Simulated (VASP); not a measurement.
# Si (P6/mmm) in VASP: further runs

The runs below take Si through relaxation of cell and atoms, with PBEsol.

Everything below comes from runs of VASP 6.6.1. Logs are shortened: lines on timing, memory, paths and dates and some standing lists are left out, and cuts for length are marked.

### Step 1. The cell of the first run

Symmetry: P6/mmm, No. 191, hexagonal system. The conventional cell has a = 2.632 Å, b = 2.632 Å, c = 2.474 Å, α = 90.00°, β = 90.00°, γ = 120.00°. Within 3.3 Å of Si (site symmetry 6/mmm) lie 8 Si at 2.47 to 2.63 Å.

### Step 2. Relaxation of cell and atoms, PBEsol, target pressure -1.2 GPa, at which the enthalpy is minimised

Input file INCAR:

```
ALGO     = Normal         # electronic algorithm
EDIFF    = 1E-6           # SCF threshold, eV
EDIFFG   = -0.005         # ionic threshold
ENCUT    = 600            # plane-wave cutoff, eV
GGA      = PS             # functional
IBRION   = 2              # ionic algorithm
ISIF     = 3              # what is computed and relaxed
ISMEAR   = -1             # smearing method
LASPH    = True           # aspherical terms in the spheres
LCHARG   = False          # write CHGCAR
LREAL    = False          # projectors in reciprocal space
LWAVE    = False          # write WAVECAR
NELM     = 100            # most SCF steps
NSW      = 60             # ionic steps
PREC     = Accurate       # precision mode
PSTRESS  = -12.0        
SIGMA    = 0.08           # smearing width, eV
```

Input file KPOINTS:

```
k-points
0
Gamma
  16 16 15
```

Input file POSCAR:

```
Si
1.0
    2.6320116475      0.0000000000      0.0000000000
   -1.3160058237      2.2793889498      0.0000000000
    0.0000000000      0.0000000000      2.4740909486
Si
1
Direct
    0.0000000000      0.0000000000      0.0000000000
```

Potentials or basis: VASP PAW PBE potentials, release 64 (Si).

The run is started by

```bash
$ cat potpaw_PBE.64/Si/POTCAR > POTCAR
$ mpirun -np 1 vasp_std > vasp.out
```

OUTCAR:

```text
EDIFF = 1E-6
   EDIFFG = -0.005
   ENCUT = 600
   GGA = PS
   IBRION = 2
   ISIF = 3
   ISMEAR = -1
   LASPH = True
   LREAL = False
   NELM = 100
   NSW = 60
   PREC = Accurate
   PSTRESS = -12.0

 ion  position               nearest neighbor table
   1  0.000  0.000  0.000-

  LATTYP: Found a hexagonal cell.
 ALAT       =     2.6320116475
 C/A-ratio  =     0.9400000000

  Lattice vectors:

 A1 = (   2.6320116475,   0.0000000000,   0.0000000000)
 A2 = (  -1.3160058237,   2.2793889498,   0.0000000000)
 A3 = (   0.0000000000,   0.0000000000,   2.4740909486)

Analysis of symmetry for initial positions (statically):
=====================================================================
 Subroutine PRICEL returns:
 Original cell was already a primitive cell.

 Routine SETGRP: Setting up the symmetry group for a
 hexagonal supercell.

 Subroutine GETGRP returns: Found 24 space group operations
 (whereof 24 operations were pure point group operations)
 out of a pool of 24 trial point group operations.

The static configuration has the point symmetry D_6h.

Analysis of symmetry for dynamics (positions and initial velocities):
=====================================================================
 Subroutine PRICEL returns:
 Original cell was already a primitive cell.

 Routine SETGRP: Setting up the symmetry group for a
 hexagonal supercell.

 Subroutine GETGRP returns: Found 24 space group operations
 (whereof 24 operations were pure point group operations)
 out of a pool of 24 trial point group operations.

The dynamic configuration has the point symmetry D_6h.

 Subroutine INISYM returns: Found 24 space group operations
 (whereof 24 operations are pure point group operations),
 and found     1 'primitive' translations

----------------------------------------------------------------------------------------

                                     Primitive cell

  volume of cell :      14.8430

  direct lattice vectors                    reciprocal lattice vectors
     2.632011648  0.000000000  0.000000000     0.379937528  0.219357034  0.000000000
    -1.316005824  2.279388950  0.000000000     0.000000000  0.438714069  0.000000000
     0.000000000  0.000000000  2.474090949     0.000000000  0.000000000  0.404188860

[... 87 lines left out ...]
   ISIF   =      3    stress and relaxation
   ISYM   =      2    0-nonsym 1-usesym 2-fastsym
   POTIM  = 0.5000    time-step for ionic-motion
   TEBEG  =    0.0;   TEEND  =   0.0 temperature during run
   PSTRESS=  -12.0 pullay stress
   NELECT =       4.0000    total number of electrons
   NUPDOWN=      -1.0000    fix difference up-down
   EMIN   =  10.00;   EMAX   =-10.00  energy-range for DOS
   EFERMI =   0.00;   METHOD = LEGACY
   ISMEAR =    -1;   SIGMA  =   0.08  broadening in eV -4-tet -1-fermi 0-gaus
   EFERMI_NEDOS =   21; number of points for ismear=-14 and -15
   IALGO  =     38    algorithm
   IMIX   =      4    mixing-type and parameters
     AMIX     =   0.40;   BMIX     =  1.00
     AMIX_MAG =   1.60;   BMIX_MAG =  1.00
  volume/ion in A,a.u.               =      14.84       100.17
  Fermi-wavevector in a.u.,A,eV,Ry     =   1.057436  1.998265 15.213646  1.118171
  Thomas-Fermi vector in A             =   2.192709
   LORBIT       =      0    0 simple, 1 ext, 2 COOP (PROOUT), +10 PAW based schemes
   GGA     = PS    functional components
   LHFCALC =     F    Hartree Fock is set to
   AEXX    =    0.0000 exact exchange contribution
   IVDW    =     0    specifies the selected vdW correction
   LEPSILON=     F    determine dielectric tensor
   LRPA    =     F    only Hartree local field effects (RPA)
 conjugate gradient relaxation of ions
 non-spin polarized calculation
  energy-cutoff  :      600.00
  volume of cell :       14.84
 maximum number of plane-waves:       513
 NGX is ok and might be reduce to    24
   NGX = 11   NGY = 11   NGZ =  9

--------------------------------------- Ionic step        1  -------------------------------------------

 number of electron       4.0000000 magnetization

 Free energy of the ion-electron system (eV)
  ---------------------------------------------------
  ext. energy  EPLUGINS =         0.00000000
  ---------------------------------------------------
  free energy    TOTEN  =        -5.55216688 eV

  energy without entropy =       -5.54395412  energy(sigma->0) =       -5.54806050

------------------------ aborting loop because EDIFF is reached ----------------------------------------

  FORCE on cell =-STRESS in cart. coord.  units (eV):
  Direction    XX          YY          ZZ          XY          YZ          ZX
  --------------------------------------------------------------------------------------
  -------------------------------------------------------------------------------------
  Total       -0.0453959     -0.0453959     -0.1042895     -0.0000000      0.0000000      0.0000000
  in kB       -4.9001080     -4.9001080    -11.2571726     -0.0000000      0.0000000      0.0000000
  external PRESSURE =       4.9808705 kB  Pullay stress =     -12.0000000 kB
[... 135 lines left out ...]
--------------------------------------- Ionic step        5  -------------------------------------------

 number of electron       4.0000000 magnetization

 Free energy of the ion-electron system (eV)
  ---------------------------------------------------
  ext. energy  EPLUGINS =         0.00000000
  ---------------------------------------------------
  free energy    TOTEN  =        -5.55180673 eV

  energy without entropy =       -5.54343645  energy(sigma->0) =       -5.54762159

 E-fermi :   9.4301     XC(G=0): -11.0673

 val. band max:        9.4189828631   @ k =   0.3750   0.0625   0.4000
 cond. band min:       9.4537706156   @ k =   0.2500   0.1875   0.0000
 fundamental gap:      0.0347877525
 Fermi energy:         9.4301387298

 k-point     1 :       0.0000    0.0000    0.0000
  band No.  band energies     occupation
      1      -4.5635      2.00000
      2      16.9845      0.00000
      3      17.4313      0.00000
      4      19.5420      0.00000
      5      19.5420      0.00000
      6      21.5930      0.00000
[... 199 lines left out ...]
 k-point    24 :       0.2500    0.1875    0.0000
  band No.  band energies     occupation
      1      -0.6101      2.00000
      2       7.6419      2.00000
      3       9.4538      0.85337
      4      20.6878      0.00000
      5      21.6869      0.00000
      6      24.7290      0.00000

 [... further k-points ...]

------------------------ aborting loop because EDIFF is reached ----------------------------------------

  FORCE on cell =-STRESS in cart. coord.  units (eV):
  Direction    XX          YY          ZZ          XY          YZ          ZX
  --------------------------------------------------------------------------------------
  -------------------------------------------------------------------------------------
  Total       -0.1121502     -0.1121502     -0.1089030     -0.0000000      0.0000000      0.0000000
  in kB      -12.0500787    -12.0500787    -11.7011826     -0.0000000      0.0000000      0.0000000
  external PRESSURE =       0.0662200 kB  Pullay stress =     -12.0000000 kB
[... 20 lines left out ...]
  energy  without entropy=       -5.5434364496  energy(sigma->0) =       -5.54762159

  enthalpy is  TOTEN    =        -5.6634908652 eV   P V=       -0.1116841335

 reached required accuracy - stopping structural energy minimisation
```

OSZICAR:

```text
N       E                     dE             d eps       ncg     rms          rms(c)
DAV:   1    -0.133056806823E+01   -0.13306E+01   -0.19586E+03  3024   0.577E+02
DAV:   2    -0.552004129025E+01   -0.41895E+01   -0.39665E+01  4008   0.454E+01
DAV:   3    -0.556838659616E+01   -0.48345E-01   -0.46814E-01  3618   0.504E+00
[... 22 lines left out ...]
   4 F= -.56634882E+01 E0= -.56593105E+01  d E =-.150072E-03
       N       E                     dE             d eps       ncg     rms          rms(c)
DAV:   1    -0.555181066813E+01   -0.50136E-04   -0.20262E-04  3456   0.805E-02    0.939E-03
DAV:   2    -0.555180786091E+01    0.28072E-05   -0.56719E-06  3408   0.187E-02    0.523E-03
DAV:   3    -0.555180670660E+01    0.11543E-05   -0.33969E-06  3030   0.102E-02    0.448E-04
DAV:   4    -0.555180673164E+01   -0.25036E-07   -0.15447E-07  1464   0.342E-03
   5 F= -.56634909E+01 E0= -.56593057E+01  d E =-.264473E-05
```

Run time: 18 s. Hardware: 1 thread of Intel Xeon 6975P-C (Granite Rapids), shared host; peak memory 0.14 GiB.

What came out:

* Free energy: -5.5518 eV
* Relaxed volume: 14.91 Å³/atom
* Relaxed cell: a = 2.638 Å, b = 2.638 Å, c = 2.473 Å, α = 90.00°, β = 90.00°, γ = 120.00°
* Space group after relaxing (to 0.05 Å): P6/mmm (No. 191)
* Energy change on relaxing (the enthalpy is what falls): +0.4 meV/atom
* Ionic steps: 5
* Pressure after relaxing: -1.2 GPa
* Band gap on the k mesh: zero (band 2 reaches 16.98 eV, above the bottom of band 3 at 5.49 eV)

Step by step:
```
step  energy change (eV)  largest force (eV/Å)  pressure (GPa)  volume (Å³)
   1              0.0000                0.0000           -0.70        14.84
   2              0.0006                0.0000           -1.41        14.94
   3              0.0004                0.0000           -1.23        14.92
   4              0.0004                0.0000           -1.24        14.92
   5              0.0004                0.0000           -1.19        14.91
```

Final structure:
```xyz
1
Lattice="2.6385 0.0000 0.0000 -1.3192 2.2850 0.0000 0.0000 0.0000 2.4733" Properties=species:S:1:pos:R:3 pbc="T T T"
Si    2.6385    0.0000    2.4733
```

Levels at points of the mesh, in eV from the Fermi level:
| k point | band 1 | band 2 | band 3 | band 4 | band 5 | band 6 |
| --- | --- | --- | --- | --- | --- | --- |
| (0.00, 0.00, 0.00) | -13.99 | 7.55 | 8.00 | 10.11 | 10.11 | 12.16 |
| (0.50, 0.00, 0.00) | -7.61 | -6.73 | 5.02 | 6.47 | 12.75 | 15.16 |

Caveat: the cell is relaxed towards a set pressure, so the enthalpy falls and the energy may rise; the PAW data sets were made with another functional, which shifts forces and pressure a little.

### Step 3. Relaxation of cell and atoms, PBEsol, target pressure -1.2 GPa, at which the enthalpy is minimised

This run uses another cell than the first one, of 14.89 Å³/atom, 1.003 times its volume.

Input file INCAR:

```
SYSTEM = Si
PREC = Accurate
ENCUT = 600
EDIFF = 1E-6
ISMEAR = -1
SIGMA = 0.08
LREAL = .FALSE.
LASPH = .TRUE.
NELM = 80
ALGO = Normal
ISIF = 3
LWAVE = .FALSE.
LCHARG = .FALSE.
GGA = PS
IBRION = 2
NSW = 32
EDIFFG = -0.005
PSTRESS = -12.0
```

Input file KPOINTS:

```
Automatic mesh
0
G
  16 16 15
  0 0 0
```

Input file POSCAR:

```
Si
1.0
    2.6373184030      0.0000000000      0.0000000000
   -1.3186592015      2.2839847349      0.0000000000
    0.0000000000      0.0000000000      2.4722960624
Si
1
Direct
    0.0000000000      0.0000000000      0.0000000000
```

Potentials or basis: VASP PAW PBE potentials, release 64 (Si).

The run is started by

```bash
$ cat potpaw_PBE.64/Si/POTCAR > POTCAR
$ mpirun -np 1 vasp_std > vasp.out
```

OUTCAR:

```text
SYSTEM = Si
   PREC = Accurate
   ENCUT = 600
   EDIFF = 1E-6
   ISMEAR = -1
   LREAL = .FALSE.
   LASPH = .TRUE.
   NELM = 80
   ISIF = 3
   GGA = PS
   IBRION = 2
   NSW = 32
   EDIFFG = -0.005
   PSTRESS = -12.0

 ion  position               nearest neighbor table
   1  0.000  0.000  0.000-

  LATTYP: Found a hexagonal cell.
 ALAT       =     2.6373184030
 C/A-ratio  =     0.9374279797

  Lattice vectors:

 A1 = (   2.6373184030,   0.0000000000,   0.0000000000)
 A2 = (  -1.3186592015,   2.2839847349,   0.0000000000)
 A3 = (   0.0000000000,   0.0000000000,   2.4722960624)

Analysis of symmetry for initial positions (statically):
=====================================================================
 Subroutine PRICEL returns:
 Original cell was already a primitive cell.

 Routine SETGRP: Setting up the symmetry group for a
 hexagonal supercell.

 Subroutine GETGRP returns: Found 24 space group operations
 (whereof 24 operations were pure point group operations)
 out of a pool of 24 trial point group operations.

[... 162 lines left out ...]

------------------------ aborting loop because EDIFF is reached ----------------------------------------

  FORCE on cell =-STRESS in cart. coord.  units (eV):
  Direction    XX          YY          ZZ          XY          YZ          ZX
  --------------------------------------------------------------------------------------
  -------------------------------------------------------------------------------------
  Total       -0.0975961     -0.0975961     -0.0964387     -0.0000000     -0.0000000      0.0000000
  in kB      -10.4999394    -10.4999394    -10.3754212     -0.0000000     -0.0000000      0.0000000
  external PRESSURE =       1.5415667 kB  Pullay stress =     -12.0000000 kB
[... 61 lines left out ...]
--------------------------------------- Ionic step        3  -------------------------------------------

 number of electron       4.0000000 magnetization

 Free energy of the ion-electron system (eV)
  ---------------------------------------------------
  ext. energy  EPLUGINS =         0.00000000
  ---------------------------------------------------
  free energy    TOTEN  =        -5.55180009 eV

  energy without entropy =       -5.54343097  energy(sigma->0) =       -5.54761553

 E-fermi :   9.4295     XC(G=0): -11.0668

 val. band max:        9.4179727607   @ k =   0.3750   0.0625   0.4000
 cond. band min:       9.4534107190   @ k =   0.2500   0.1875   0.0000
 fundamental gap:      0.0354379583
 Fermi energy:         9.4294885335

 k-point     1 :       0.0000    0.0000    0.0000
  band No.  band energies     occupation
      1      -4.5636      2.00000
      2      16.9832      0.00000
      3      17.4285      0.00000
      4      19.5416      0.00000
      5      19.5416      0.00000
      6      21.5925      0.00000
[... 199 lines left out ...]
 k-point    24 :       0.2500    0.1875    0.0000
  band No.  band energies     occupation
      1      -0.6103      2.00000
      2       7.6417      2.00000
      3       9.4534      0.85159
      4      20.6851      0.00000
      5      21.6858      0.00000
      6      24.7281      0.00000

 [... further k-points ...]
[... 5 lines left out ...]
  --------------------------------------------------------------------------------------
  -------------------------------------------------------------------------------------
  Total       -0.1144039     -0.1144039     -0.1130726      0.0000000     -0.0000000      0.0000000
  in kB      -12.2912870    -12.2912870    -12.1482598      0.0000000     -0.0000000      0.0000000
  external PRESSURE =      -0.2436112 kB  Pullay stress =     -12.0000000 kB
[... 20 lines left out ...]
  energy  without entropy=       -5.5434309748  energy(sigma->0) =       -5.54761553

  enthalpy is  TOTEN    =        -5.6634927424 eV   P V=       -0.1116926496

 reached required accuracy - stopping structural energy minimisation
```

CONTCAR:

```text
Si
   1.00000000000000
     2.6384959533135386   -0.0000000000000000    0.0000000000000000
    -1.3192479766567693    2.2850045233855627    0.0000000000000000
     0.0000000000000000   -0.0000000000000000    2.4734915618351936
  Si
     1
Direct
     0.0000000000000000    1.0000000000000000    0.0000000000000000

  0.00000000E+00  0.00000000E+00  0.00000000E+00
```

It took 10 s on 1 thread of Intel Xeon 6975P-C (Granite Rapids), shared host; peak memory 0.15 GiB.

Results:

```
Free energy                                            : -5.5518 eV
Relaxed volume                                         : 14.91 Å³/atom
Relaxed cell                                           : a = 2.638 Å, b = 2.638 Å, c = 2.473 Å, α = 90.00°, β = 90.00°, γ = 120.00°
Space group after relaxing (to 0.05 Å)                 : P6/mmm (No. 191)
Energy change on relaxing (the enthalpy is what falls) : +0.1 meV/atom
Ionic steps                                            : 3
Pressure after relaxing                                : -1.2 GPa
Band gap on the k mesh                                 : zero (band 2 reaches 16.98 eV, above the bottom of band 3 at 5.48 eV)
```

The path:
| step | energy change (eV) | largest force (eV/Å) | pressure (GPa) | volume (Å³) |
| --- | --- | --- | --- | --- |
| 1 | 0.0000 | 0.0000 | -1.05 | 14.89 |
| 2 | 0.0002 | 0.0000 | -1.28 | 14.92 |
| 3 | 0.0001 | 0.0000 | -1.22 | 14.91 |

Final structure:
```xyz
1
Lattice="2.6385 0.0000 0.0000 -1.3192 2.2850 0.0000 0.0000 0.0000 2.4735" Properties=species:S:1:pos:R:3 pbc="T T T"
Si   -1.3192    2.2850    0.0000
```

Levels at points of the mesh, in eV from the Fermi level:
```tsv
k point	band 1	band 2	band 3	band 4	band 5
(0.00, 0.00, 0.00)	-13.99	7.55	8.00	10.11	10.11
(0.50, 0.00, 0.00)	-7.61	-6.73	5.02	6.47	12.75
```

Caveat: the cell is relaxed towards a set pressure, so the enthalpy falls and the energy may rise; the PAW data sets were made with another functional, which shifts forces and pressure a little.
